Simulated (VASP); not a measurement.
Here is a VASP 6.6.1 calculation.

The input INCAR:

```
SYSTEM = Ag
ALGO = Normal
EDIFF = 1E-6
ENCUT = 520
GGA = PE
ISIF = 2
ISMEAR = 0
LASPH = .TRUE.
LCHARG = .TRUE.
LELF = .TRUE.
LREAL = .FALSE.
LVHAR = .TRUE.
LWAVE = .FALSE.
NBANDS = 12
NELM = 80
PREC = Accurate
SIGMA = 0.15
```

Contents of KPOINTS:

```
k-points
0
G
  10 10 10
  0 0 0
```

POSCAR

```
Ag
1.0
    0.0000000000      2.1043930000      2.1043930000
    2.1043930000      0.0000000000      2.1043930000
    2.1043930000      2.1043930000      0.0000000000
Ag
1
Direct
    0.0000000000      0.0000000000      0.0000000000
```

Potentials or basis: VASP PAW PBE potentials, release 64 (Ag).

Run with:

```sh
$ cat potpaw_PBE.64/Ag/POTCAR > POTCAR
$ mpirun -np 1 vasp_std > vasp.out
```

Task: What does it give for the pressure?

Result: -3.4 GPa.

Caveat: the cell differs from its parent crystal (strain +0.030 along x and y, +0.030 along z).
